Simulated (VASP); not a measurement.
A run of VASP 6.6.1:

INCAR

```
PREC     = Accurate       # precision mode
ENCUT    = 600            # plane-wave cutoff, eV
EDIFF    = 1E-6           # SCF threshold, eV
ISMEAR   = -1             # smearing method
SIGMA    = 0.15           # smearing width, eV
LREAL    = False          # projectors in reciprocal space
LASPH    = True           # aspherical terms in the spheres
NELM     = 200            # most SCF steps
ALGO     = Normal         # electronic algorithm
ISIF     = 2              # what is computed and relaxed
LWAVE    = False          # write WAVECAR
LCHARG   = True           # write CHGCAR
ISPIN    = 2              # spin polarisation
MAGMOM   = 2.5 0.06       # initial moments
LORBIT   = 11             # projections on sites
NUPDOWN  = 2.5            # fixed moment
LMAXMIX  = 4              # l up to which the mixer works
GGA      = CA             # functional
LELF     = True           # ELF
LVHAR    = True         
NBANDS   = 18             # bands
GGA_COMPAT= False
```

Contents of KPOINTS:

```
Automatic mesh
0
Gamma
  13 13 13
```

File POSCAR:

```
FeO
1.0
    0.0000000000      2.1554000000      2.1554000000
    2.1554000000      0.0000000000      2.1554000000
    2.1554000000      2.1554000000      0.0000000000
Fe O
1 1
Direct
    0.0000000000      0.0000000000      0.0000000000
    0.5000000000      0.5000000000      0.5000000000
```

Potentials or basis: VASP PAW LDA potentials, release 64 (Fe, O).

The run is started by

```sh
$ cat potpaw_LDA.64/Fe/POTCAR potpaw_LDA.64/O/POTCAR > POTCAR
$ mpirun -np 1 vasp_std > vasp.out
```

Hardware: 1 thread of Intel(R) Xeon(R) Platinum 8559C (Emerald Rapids) (shared host).

Task: How long does it take, and how much memory?

Result: It took 32 s on 1 thread of Intel(R) Xeon(R) Platinum 8559C (Emerald Rapids), on a shared host, peak memory 0.17 GiB. Counts: scf iterations 15, k points 84.
